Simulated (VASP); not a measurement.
Set up this calculation in VASP 6.6.1, as the native input.

```
Task                   : single point
Functional             : r2SCAN
Potentials or basis    : VASP PAW PBE potentials, release 64 (Sr_sv, V_sv, O)
Cutoff                 : 520 eV
k mesh                 : 5 × 5 × 5
Occupations            : gaussian, width 0.05 eV
Spin                   : collinear spin, ferromagnetic start
Starting moments       : [0.0, 1.0, 0.0, 0.0, 0.0] μB
Hubbard terms          : V d U = 4.0 eV
Dipole correction      : no
Further INCAR settings : ALGO = Normal; EDIFF = 1e-06; NBANDS = 32
```

SrVO3:

```
Sr V O
1.0
     3.84090    0.00000    0.00000
     0.00000    3.84090    0.00000
     0.00000    0.00000    3.84090
Sr V O
1 1 3
Direct
  0.50000 0.50000 0.50000
  0.00000 0.00000 0.00000
  0.50000 0.00000 0.00000
  0.00000 0.50000 0.00000
  0.00000 0.00000 0.50000
```

One way to write it, as run:

POSCAR

```
SrVO3
1.0
    3.8408994000      0.0000000000      0.0000000000
    0.0000000000      3.8408994000      0.0000000000
    0.0000000000      0.0000000000      3.8408994000
Sr V O
1 1 3
Direct
    0.5000000000      0.5000000000      0.5000000000
    0.0000000000      0.0000000000      0.0000000000
    0.5000000000      0.0000000000      0.0000000000
    0.0000000000      0.5000000000      0.0000000000
    0.0000000000      0.0000000000      0.5000000000
```

INCAR.step1

```
SYSTEM = SrVO3
PREC = Accurate
ENCUT = 520
ISMEAR = 0
SIGMA = 0.05
LREAL = .False.
LASPH = .True.
NELM = 150
ISPIN = 2
MAGMOM = 0 1 0 0 0
LMAXMIX = 4
LDAU = .True.
LDAUTYPE = 2
LDAUL = -1 2 -1
LDAUU = 0 4 0
LDAUJ = 0 0 0
NBANDS = 32
GGA = PE
ALGO = Normal
EDIFF = 1E-4
LWAVE = .True.
LCHARG = .False.
```

INCAR.step2

```
SYSTEM = SrVO3
PREC = Accurate
ENCUT = 520
EDIFF = 1E-6
ISMEAR = 0
SIGMA = 0.05
LREAL = .False.
LASPH = .True.
NELM = 150
ALGO = Normal
ISIF = 2
LWAVE = .False.
LCHARG = .True.
ISPIN = 2
MAGMOM = 0 1 0 0 0
LORBIT = 11
LMAXMIX = 4
LDAU = .True.
LDAUTYPE = 2
LDAUL = -1 2 -1
LDAUU = 0 4 0
LDAUJ = 0 0 0
LDAUPRINT = 1
METAGGA = R2SCAN
LMIXTAU = .True.
LELF = .True.
LVHAR = .True.
NBANDS = 32
ISTART = 1
```

KPOINTS

```
Automatic mesh
0
Gamma
  5 5 5
  0 0 0
```

Potentials or basis: VASP PAW PBE potentials, release 64 (Sr_sv, V_sv, O).

Launch:

```bash
$ cat potpaw_PBE.64/Sr_sv/POTCAR potpaw_PBE.64/V_sv/POTCAR potpaw_PBE.64/O/POTCAR > POTCAR
$ cp INCAR.step1 INCAR
$ mpirun -np 1 vasp_std > vasp.out
$ cp INCAR.step2 INCAR
$ mpirun -np 1 vasp_std > vasp.out
```

It gave:

The pressure is 5.1 GPa and the band gap on the k mesh is zero (filled and empty bands overlap). The net moment is 1.00 μB per cell and the site moments are Sr -0.00; V +1.20; O -0.08 μB. The valence electrons inside the program's atomic spheres are Sr 8.10; V 11.43; O 5.10.

Caveat: the cell stands under pressure; the PAW data sets were made with another functional, which shifts forces and pressure a little.

It took 71 s on 1 thread of Intel(R) Xeon(R) Platinum 8559C (Emerald Rapids), on a shared host, peak memory 0.21 GiB.
